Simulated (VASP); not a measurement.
# Rh (P6_3/mmc) in VASP: a series of runs

Rh is run at these levels: r2SCAN; tasks: single point.

Program: VASP 6.6.1. These are calculated values, not measurements. Logs are shortened: lines on timing, memory, paths and dates and some standing lists are left out, and cuts for length are marked.

## 1. The cell of the first run

The structure is hexagonal, space group P6_3/mmc (No. 194). The conventional cell has a = 2.699 Å, b = 2.699 Å, c = 8.808 Å, α = 90.00°, β = 90.00°, γ = 120.00°. Within 3.6 Å of Rh (site symmetry -3m) lie 12 Rh at 2.70 Å. Rh (site symmetry -6m2) has 12 Rh at 2.70 Å within 3.6 Å.

This isn't the form of Rh at room conditions, which is fcc.

## 2. Single point, r2SCAN

POSCAR

```
Rh
1.0
    2.6988367206      0.0000000000      0.0000000000
   -1.3494183603      2.3372611607      0.0000000000
    0.0000000000      0.0000000000      8.8084916167
Rh
4
Direct
    0.0000000000      0.0000000000      0.0000000000
    0.3333333333      0.6666666667      0.2500000000
    0.0000000000      0.0000000000      0.5000000000
    0.6666666667      0.3333333333      0.7500000000
```

INCAR.step1

```
  PREC = Accurate
  ENCUT = 520
  ISMEAR = 0
  SIGMA = 0.1
  LREAL = F
  LASPH = T
  NELM = 60
  NBANDS = 38
  GGA = PE
  ALGO = Normal
  EDIFF = 1E-4
  LWAVE = T
  LCHARG = F
```

INCAR.step2

```
  PREC = Accurate
  ENCUT = 520
  EDIFF = 1E-6
  ISMEAR = 0
  SIGMA = 0.1
  LREAL = F
  LASPH = T
  NELM = 60
  ALGO = Normal
  ISIF = 2
  LWAVE = F
  LCHARG = F
  METAGGA = R2SCAN
  LMIXTAU = T
  NBANDS = 38
  ISTART = 1
```

KPOINTS

```
Automatic mesh
0
Gamma
  18 18 6
```

Potentials or basis: VASP PAW PBE potentials, release 64 (Rh_pv).

Launch:

```
> cat potpaw_PBE.64/Rh_pv/POTCAR > POTCAR
> cp INCAR.step1 INCAR
> mpirun -np 1 vasp_std > vasp.out
> cp INCAR.step2 INCAR
> mpirun -np 1 vasp_std > vasp.out
```

OUTCAR:

```text
PREC = Accurate
   ENCUT = 520
   EDIFF = 1E-6
   ISMEAR = 0
   LREAL = F
   LASPH = T
   NELM = 60
   ISIF = 2
   METAGGA = R2SCAN
   ISTART = 1

 ion  position               nearest neighbor table
   1  0.000  0.000  0.000-   2 2.70   4 2.70   2 2.70   4 2.70   4 2.70   2 2.70
   2  0.333  0.667  0.250-   1 2.70   3 2.70   1 2.70   3 2.70   1 2.70   3 2.70
   3  0.000  0.000  0.500-   2 2.70   4 2.70   2 2.70   4 2.70   4 2.70   2 2.70
   4  0.667  0.333  0.750-   1 2.70   3 2.70   1 2.70   3 2.70   1 2.70   3 2.70

  LATTYP: Found a hexagonal cell.
 ALAT       =     2.6988367206
 C/A-ratio  =     3.2638104964

  Lattice vectors:

 A1 = (   2.6988367206,   0.0000000000,   0.0000000000)
 A2 = (  -1.3494183603,   2.3372611607,   0.0000000000)
 A3 = (   0.0000000000,   0.0000000000,   8.8084916167)

Analysis of symmetry for initial positions (statically):
=====================================================================
 Subroutine PRICEL returns:
 Original cell was already a primitive cell.

 Routine SETGRP: Setting up the symmetry group for a
 hexagonal supercell.

 Subroutine GETGRP returns: Found 24 space group operations
 (whereof 12 operations were pure point group operations)
 out of a pool of 24 trial point group operations.

The static configuration has the point symmetry D_3d.
 The point group associated with its full space group is D_6h.

Analysis of symmetry for dynamics (positions and initial velocities):
=====================================================================
 Subroutine PRICEL returns:
 Original cell was already a primitive cell.

 Routine SETGRP: Setting up the symmetry group for a
 hexagonal supercell.

 Subroutine GETGRP returns: Found 24 space group operations
 (whereof 12 operations were pure point group operations)
 out of a pool of 24 trial point group operations.

The dynamic configuration has the point symmetry D_3d.
 The point group associated with its full space group is D_6h.

 Subroutine INISYM returns: Found 24 space group operations
 (whereof 12 operations are pure point group operations),
 and found     1 'primitive' translations

----------------------------------------------------------------------------------------

                                     Primitive cell

  volume of cell :      55.5630

  direct lattice vectors                    reciprocal lattice vectors
     2.698836721  0.000000000  0.000000000     0.370530011  0.213925602  0.000000000
    -1.349418360  2.337261161  0.000000000     0.000000000  0.427851203  0.000000000
     0.000000000  0.000000000  8.808491617     0.000000000  0.000000000  0.113526815

  length of vectors
     2.698836721  2.698836721  8.808491617     0.427851203  0.427851203  0.113526815

  position of ions in fractional coordinates (direct lattice)
     0.000000000  0.000000000  0.000000000
     0.333333333  0.666666667  0.250000000
     0.000000000  0.000000000  0.500000000
     0.666666667  0.333333333  0.750000000

  ion indices of the primitive-cell ions
   primitive index   ion index
                 1           1
                 2           2
                 3           3
                 4           4

----------------------------------------------------------------------------------------

 KPOINTS: Automatic mesh

Automatic generation of k-mesh.
 Grid dimensions read from file:
 generate k-points for:   18   18    6

 Generating k-lattice:

  Cartesian coordinates                     Fractional coordinates (reciprocal lattice)
     0.020585001  0.011884756  0.000000000     0.055555556  0.000000000  0.000000000
     0.000000000  0.023769511  0.000000000     0.000000000  0.055555556  0.000000000
     0.000000000  0.000000000  0.018921136     0.000000000  0.000000000  0.166666667

  Length of vectors
     0.023769511  0.023769511  0.018921136

  Shift w.r.t. Gamma in fractional coordinates (k-lattice)
     0.000000000  0.000000000  0.000000000

 Subroutine IBZKPT returns following result:
 ===========================================

 Found    148 irreducible k-points:

 Following reciprocal coordinates:
            Coordinates               Weight
  0.000000  0.000000  0.000000      1.000000
  0.055556 -0.000000  0.000000      6.000000
  0.111111 -0.000000  0.000000      6.000000
  0.166667  0.000000  0.000000      6.000000
  0.222222  0.000000  0.000000      6.000000
  0.277778 -0.000000  0.000000      6.000000
[... 16 lines left out ...]
  0.333333  0.111111  0.000000     12.000000
  0.388889  0.111111  0.000000     12.000000
 [... further k-points ...]
   k-points           NKPTS =    148   k-points in BZ     NKDIM =    148   number of bands    NBANDS=     38
   number of dos      NEDOS =    301   number of ions     NIONS =      4
   total plane-waves  NPLWV =  28000
   dimension x,y,z NGX =    20 NGY =   20 NGZ =   70
   dimension x,y,z NGXF=    40 NGYF=   40 NGZF=  140
   ions per type =               4
   NGX,Y,Z   is equivalent  to a cutoff of  12.32, 12.32, 13.21 a.u.
   NGXF,Y,Z  is equivalent  to a cutoff of  24.64, 24.64, 26.42 a.u.
 SYSTEM =  unknown system
   PREC   = accura    normal or accurate (medium, high low for compatibility)
   ISTART =      1    job   : 0-new  1-cont  2-samecut
   ICHARG =      0    charge: 1-file 2-atom 10-const
   ISPIN  =      1    spin polarized calculation?
   LNONCOLLINEAR =      F non collinear calculations
   LSORBIT =      F    spin-orbit coupling
   LASPH  =      T    aspherical Exc in radial PAW
   ENCUT  =  520.0 eV  38.22 Ry    6.18 a.u.   5.02  5.02 16.38*2*pi/ulx,y,z
   NELM   =     60;   NELMIN=  2; NELMDL=  0     # of ELM steps
   EDIFF  = 0.1E-05   stopping-criterion for ELM
   LREAL  =      F    real-space projection
   EDIFFG = 0.1E-04   stopping-criterion for IOM
   NSW    =      0    number of steps for IOM
   IBRION =     -1    ionic relax: 0-MD 1-quasi-New 2-CG
   NFREE  =      0    steps in history (QN), initial steepest desc. (CG)
   ISIF   =      2    stress and relaxation
   ISYM   =      2    0-nonsym 1-usesym 2-fastsym
   POTIM  = 0.5000    time-step for ionic-motion
   TEBEG  =    0.0;   TEEND  =   0.0 temperature during run
   PSTRESS=    0.0 pullay stress
   NELECT =      60.0000    total number of electrons
   NUPDOWN=      -1.0000    fix difference up-down
   EMIN   =  10.00;   EMAX   =-10.00  energy-range for DOS
   EFERMI =   0.00;   METHOD = LEGACY
   ISMEAR =     0;   SIGMA  =   0.10  broadening in eV -4-tet -1-fermi 0-gaus
   EFERMI_NEDOS =   21; number of points for ismear=-14 and -15
   IALGO  =     38    algorithm
   IMIX   =      4    mixing-type and parameters
     AMIX     =   0.40;   BMIX     =  1.00
     AMIX_MAG =   1.60;   BMIX_MAG =  1.00
  volume/ion in A,a.u.               =      13.89        93.74
  Fermi-wavevector in a.u.,A,eV,Ry     =   1.679565  3.173917 38.381194  2.820938
  Thomas-Fermi vector in A             =   2.763454
   LORBIT       =      0    0 simple, 1 ext, 2 COOP (PROOUT), +10 PAW based schemes
   METAGGA = R2SCAN    functional components
   LHFCALC =     F    Hartree Fock is set to
   AEXX    =    0.0000 exact exchange contribution
   IVDW    =     0    specifies the selected vdW correction
   LEPSILON=     F    determine dielectric tensor
   LRPA    =     F    only Hartree local field effects (RPA)
 non-spin polarized calculation
 Gauss-broadening in eV      SIGMA  =   0.10
  energy-cutoff  :      520.00
  volume of cell :       55.56
 maximum number of plane-waves:      1533
 NGX is ok and might be reduce to    20
   NGX =  9   NGY =  9   NGZ = 33

 number of electron      59.9999992 magnetization

 Free energy of the ion-electron system (eV)
  ---------------------------------------------------
  ext. energy  EPLUGINS =         0.00000000
  ---------------------------------------------------
  free energy    TOTEN  =       -96.47250539 eV

  energy without entropy =      -96.44474615  energy(sigma->0) =      -96.45862577

 E-fermi :  11.5775     XC(G=0): -15.1291

 val. band max:       11.5769240066   @ k =   0.3333   0.0556   0.1667
 cond. band min:      11.5779116263   @ k =   0.3333   0.0000   0.3333
 fundamental gap:      0.0009876198
 Fermi energy:        11.5775483644

 k-point     1 :       0.0000    0.0000    0.0000
  band No.  band energies     occupation
      1     -36.9746      2.00000
      2     -36.6083      2.00000
      3     -36.5939      2.00000
      4     -36.3221      2.00000
      5     -36.3221      2.00000
      6     -36.2816      2.00000
[... 30 lines left out ...]
     37      20.5036      0.00000
     38      26.6985      0.00000

 k-point     2 :       0.0556   -0.0000    0.0000
  band No.  band energies     occupation
      1     -36.9671      2.00000
      2     -36.6100      2.00000
      3     -36.5961      2.00000
      4     -36.3396      2.00000
      5     -36.3277      2.00000
      6     -36.2948      2.00000
[... 30 lines left out ...]
     37      20.4863      0.00000
     38      26.8217      0.00000

 k-point     3 :       0.1111   -0.0000    0.0000
  band No.  band energies     occupation
      1     -36.9454      2.00000
      2     -36.6168      2.00000
      3     -36.6055      2.00000
      4     -36.3889      2.00000
      5     -36.3435      2.00000
      6     -36.3317      2.00000
[... 30 lines left out ...]
     37      20.4403      0.00000
     38      27.1398      0.00000

 k-point     4 :       0.1667    0.0000    0.0000
  band No.  band energies     occupation
      1     -36.9109      2.00000
      2     -36.6348      2.00000
      3     -36.6306      2.00000
      4     -36.4621      2.00000
      5     -36.3888      2.00000
      6     -36.3674      2.00000
[... 30 lines left out ...]
     37      20.3839      0.00000
     38      27.4535      0.00000
[... 703 lines left out ...]
      4     -36.7190      2.00000
      5     -36.6833      2.00000
      6     -36.4924      2.00000
[... 30 lines left out ...]
     37      20.6278      0.00000
     38      22.8103      0.00000

 k-point    23 :       0.3333    0.1111    0.0000
  band No.  band energies     occupation
      1     -36.8940      2.00000
      2     -36.8682      2.00000
      3     -36.7818      2.00000
      4     -36.7436      2.00000
      5     -36.6687      2.00000
      6     -36.5134      2.00000
[... 30 lines left out ...]
     37      21.4110      0.00000
     38      21.7771      0.00000

 k-point    24 :       0.3889    0.1111    0.0000
  band No.  band energies     occupation
      1     -36.9349      2.00000
      2     -36.9035      2.00000
      3     -36.8235      2.00000
      4     -36.7814      2.00000
      5     -36.6123      2.00000
      6     -36.5283      2.00000
[... 30 lines left out ...]
     37      21.4215      0.00000
     38      21.4813      0.00000

 [... further k-points ...]

------------------------ aborting loop because EDIFF is reached ----------------------------------------

  FORCE on cell =-STRESS in cart. coord.  units (eV):
  Direction    XX          YY          ZZ          XY          YZ          ZX
  --------------------------------------------------------------------------------------
  -------------------------------------------------------------------------------------
  Total       -0.6387558     -0.6387558     -0.6438899     -0.0000000      0.0000000      0.0000000
  in kB      -18.4187441    -18.4187441    -18.5667886     -0.0000000      0.0000000      0.0000000
  external PRESSURE =     -18.4680923 kB  Pullay stress =       0.0000000 kB

 VOLUME and BASIS-vectors are now :
 -----------------------------------------------------------------------------
  energy-cutoff  :      520.00
  volume of cell :       55.56
      direct lattice vectors                 reciprocal lattice vectors
     2.698836721  0.000000000  0.000000000     0.370530011  0.213925602  0.000000000
    -1.349418360  2.337261161  0.000000000     0.000000000  0.427851203  0.000000000
     0.000000000  0.000000000  8.808491617     0.000000000  0.000000000  0.113526815

 POSITION                                       TOTAL-FORCE (eV/Angst)
 -----------------------------------------------------------------------------------
      0.00000      0.00000      0.00000         0.000000      0.000000      0.000000
     -0.00000      1.55817      2.20212        -0.000000      0.000000      0.000000
      0.00000      0.00000      4.40425         0.000000      0.000000      0.000000
      1.34942      0.77909      6.60637         0.000000     -0.000000     -0.000000
 -----------------------------------------------------------------------------------
    total drift:                                0.000000     -0.000000      0.000000

  FREE ENERGIE OF THE ION-ELECTRON SYSTEM (eV)
  ---------------------------------------------------
  free  energy   TOTEN  =       -96.4725053933 eV

  energy  without entropy=      -96.4447461506  energy(sigma->0) =      -96.45862577
```

Run time: 8.9 min. Hardware: 1 thread of Intel Xeon 6975P-C (Granite Rapids), shared host; peak memory 0.33 GiB.

Results:

```yaml
Free_energy: -96.4725 eV
Pressure: -1.8 GPa
Band_gap_on_the_k_mesh: zero (bands 30 and 31 overlap by 2.05 eV)
```

Levels at points of the mesh, in eV from the Fermi level:
```tsv
k point	band 28	band 29	band 30	band 31	band 32	band 33
(0.00, 0.00, 0.00)	-1.52	-1.52	-0.90	-0.90	-0.38	-0.38
(0.50, 0.00, 0.00)	0.60	0.66	0.83	0.85	0.89	1.41
(0.00, 0.00, 0.50)	-1.20	-1.20	-1.20	-1.04	-1.04	0.06
(0.50, 0.00, 0.50)	-0.14	0.58	0.58	0.81	0.81	3.02
```

Caveat: the PAW data sets were made with another functional, which shifts forces and pressure a little.

## 3. Single point, r2SCAN

This run uses another cell than the first one, of 13.10 Å³/atom.

POSCAR

```
Rh
1.0
    2.6467418277      0.0000000000      0.0000000000
   -1.3233709138      2.2921456601      0.0000000000
    0.0000000000      0.0000000000      8.6404421737
Rh
4
Direct
    0.0000000000      0.0000000000      0.0000000000
    0.3333333333      0.6666666667      0.2500000000
    0.0000000000      0.0000000000      0.5000000000
    0.6666666667      0.3333333333      0.7500000000
```

INCAR.step1

```
SYSTEM = Rh
ALGO = Normal
EDIFF = 1E-4
ENCUT = 520
GGA = PE
ISMEAR = 0
LASPH = .True.
LCHARG = .False.
LREAL = .False.
LWAVE = .True.
NBANDS = 38
NELM = 80
PREC = Accurate
SIGMA = 0.1
```

INCAR.step2

```
SYSTEM = Rh
ALGO = Normal
EDIFF = 1E-7
ENCUT = 520
ISIF = 2
ISMEAR = 0
ISTART = 1
LASPH = .True.
LCHARG = .True.
LELF = .True.
LMIXTAU = .True.
LREAL = .False.
LVHAR = .True.
LWAVE = .False.
METAGGA = R2SCAN
NBANDS = 38
NELM = 80
PREC = Accurate
SIGMA = 0.1
```

KPOINTS

```
k-points
0
Gamma
  18 18 6
  0 0 0
```

Potentials or basis: VASP PAW PBE potentials, release 64 (Rh_pv).

Launch:

```
> cat potpaw_PBE.64/Rh_pv/POTCAR > POTCAR
> cp INCAR.step1 INCAR
> mpirun -np 1 vasp_std > vasp.out
> cp INCAR.step2 INCAR
> mpirun -np 1 vasp_std > vasp.out
```

It took 24 min on 1 thread of Intel Xeon 8259CL, shared host; peak memory 0.32 GiB.

It converged, with:

```yaml
Free_energy: -96.3370 eV
Pressure: 16.5 GPa
Band_gap_on_the_k_mesh: zero (bands 30 and 31 overlap by 2.26 eV)
```

Levels at points of the mesh, in eV from the Fermi level:
```
           k point  band 26  band 27  band 28  band 29  band 30  band 31  band 32  band 33  band 34  band 35
(0.00, 0.00, 0.00)    -2.94    -2.94    -1.66    -1.66    -0.99    -0.99    -0.41    -0.41     0.46     0.46
(0.50, 0.00, 0.00)     0.56     0.61     0.66     0.73     0.93     0.95     0.99     1.39     2.51     4.78
(0.00, 0.00, 0.50)    -3.20    -1.31    -1.31    -1.31    -1.31    -1.16    -1.16     0.07     0.07     0.07
(0.50, 0.00, 0.50)    -1.08    -0.15    -0.15     0.65     0.65     0.90     0.90     3.19     3.19     4.70
```

Caveat: the cell stands under pressure; the PAW data sets were made with another functional, which shifts forces and pressure a little.

[end of part 1 of 2]
